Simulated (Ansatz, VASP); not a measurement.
# One calculation of SiO2, two programs

Contents of INCAR:

```
SYSTEM = SiO2
PREC = Accurate ; ENCUT = 600
EDIFF = 1E-7 ; ISMEAR = 0
SIGMA = 0.02 ; LREAL = Auto
LASPH = .TRUE. ; NELM = 60
ALGO = Normal ; ISIF = 3
LWAVE = .FALSE. ; LCHARG = .FALSE.
IBRION = 2 ; NSW = 100
EDIFFG = -0.005
```

Contents of KPOINTS:

```
regular mesh
0
G
  4 4 4
  0 0 0
```

POSCAR

```
SiO2
1.0
   -4.4696193450      4.4696193450      4.4696193450
    4.4696193450     -4.4696193450      4.4696193450
    4.4696193450      4.4696193450     -4.4696193450
Si O
6 12
Direct
    0.5000000000      0.2500000000      0.7500000000
    0.5000000000      0.7500000000      0.2500000000
    0.2500000000      0.7500000000      0.5000000000
    0.7500000000      0.2500000000      0.5000000000
    0.2500000000      0.5000000000      0.7500000000
    0.7500000000      0.5000000000      0.2500000000
    0.3525239400      0.0000000000      0.6474760600
    0.6474760600      0.6474760600      0.2949521200
    0.3525239400      0.6474760600      0.0000000000
    0.3525239400      0.7050478800      0.3525239400
    0.6474760600      0.2949521200      0.6474760600
    0.0000000000      0.3525239400      0.6474760600
    0.7050478800      0.3525239400      0.3525239400
    0.6474760600      0.3525239400      0.0000000000
    0.0000000000      0.6474760600      0.3525239400
    0.2949521200      0.6474760600      0.6474760600
    0.3525239400      0.3525239400      0.7050478800
    0.6474760600      0.0000000000      0.3525239400
```

Input for Ansatz:

```yaml
crystal:
  lattice:
    - [-4.469619345, 4.469619345, 4.469619345]
    - [4.469619345, -4.469619345, 4.469619345]
    - [4.469619345, 4.469619345, -4.469619345]
  atoms:
    - { symbol: Si, position: [0.5, 0.25, 0.75] }
    - { symbol: Si, position: [0.5, 0.75, 0.25] }
    - { symbol: Si, position: [0.25, 0.75, 0.5] }
    - { symbol: Si, position: [0.75, 0.25, 0.5] }
    - { symbol: Si, position: [0.25, 0.5, 0.75] }
    - { symbol: Si, position: [0.75, 0.5, 0.25] }
    - { symbol: O, position: [0.35252394, 0.0, 0.64747606] }
    - { symbol: O, position: [0.64747606, 0.64747606, 0.29495212] }
    - { symbol: O, position: [0.35252394, 0.64747606, 0.0] }
    - { symbol: O, position: [0.35252394, 0.70504788, 0.35252394] }
    - { symbol: O, position: [0.64747606, 0.29495212, 0.64747606] }
    - { symbol: O, position: [0.0, 0.35252394, 0.64747606] }
    - { symbol: O, position: [0.70504788, 0.35252394, 0.35252394] }
    - { symbol: O, position: [0.64747606, 0.35252394, 0.0] }
    - { symbol: O, position: [0.0, 0.64747606, 0.35252394] }
    - { symbol: O, position: [0.29495212, 0.64747606, 0.64747606] }
    - { symbol: O, position: [0.35252394, 0.35252394, 0.70504788] }
    - { symbol: O, position: [0.64747606, 0.0, 0.35252394] }
basis:
  ecutwfc: 420
kpoints:
  mp_grid: { grid: [4, 4, 4] }
hamiltonian:
  xc: lda
scf:
  occupations: { method: gaussian, width: 0.02 }
output:
  forces: true
  stress: true
  eigenvalues: true
relax:
  adjacent_minimum: "off"
  f_tol: 0.005
  max_steps: 80
  cell: { stress_tol: 0.05 }
```

Alike in both runs: task relaxation of cell and atoms; functional LDA; k mesh 4 × 4 × 4; occupations gaussian, width 0.02 eV; no spin polarisation.

```csv
,VASP,Ansatz
version,VASP 6.6.1,Ansatz 0.2.0
potentials or method,"VASP PAW LDA potentials, release 64 (Si, O), cutoff 600 eV","scalar-relativistic, plane waves, PAW"
valence electrons in the cell,96,96
```

VASP gave:

| Property | Result |
| --- | --- |
| gap on the k mesh at the Fermi level, each at its own relaxed structure (eV) | 5.51 |
| relaxed volume (Å³/atom) | 19.68 |
| relaxed length of the cell vector where the two differ most in proportion (Å) | 7.720 |

**Question.** Estimate Ansatz's values.

**Answer.** gap on the k mesh at the Fermi level, each at its own relaxed structure (eV): 5.51; relaxed volume (Å³/atom): 19.66; relaxed length of the cell vector where the two differ most in proportion (Å): 7.717.

LDA's correlation is that of Perdew and Zunger in VASP and of Perdew and Wang (1992) in Ansatz.
